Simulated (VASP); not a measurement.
The system is SrTe.

```
CELL_PARAMETERS angstrom
0.00000 3.35266 3.35266
3.35266 0.00000 3.35266
3.35266 3.35266 0.00000
ATOMIC_POSITIONS crystal
Sr 0.00000 0.00000 0.00000
Te 0.50000 0.50000 0.50000
```

Base run:

```yaml
Program: VASP 6.6.1
Functional: r2SCAN
Potentials_or_basis: VASP PAW PBE potentials, release 64 (Sr_sv, Te)
Cutoff: 550 eV
k_mesh: 6 × 6 × 6
Occupations: gaussian, width 0.01 eV
Spin: no spin polarisation
```

Its results: band gap on the k mesh 2.14 eV, indirect (least direct gap 2.89 eV); pressure 0.1 GPa.

Question: The run is repeated on the same cell with these changes: functional from r2SCAN to PBE; cutoff from 550 eV to 500 eV; k mesh from 6 × 6 × 6 to 4 × 4 × 4. What comes out?

Answer: Band gap on the k mesh 1.74 eV, indirect (least direct gap 2.47 eV); pressure 0.4 GPa.

Several settings changed at once, so the effect can't be laid on one alone.

Caveats: spin-orbit coupling is left out, which moves the levels of the heavy elements; the PAW data sets were made with another functional, which shifts forces and pressure a little (some runs).

A k mesh can miss the band edges.
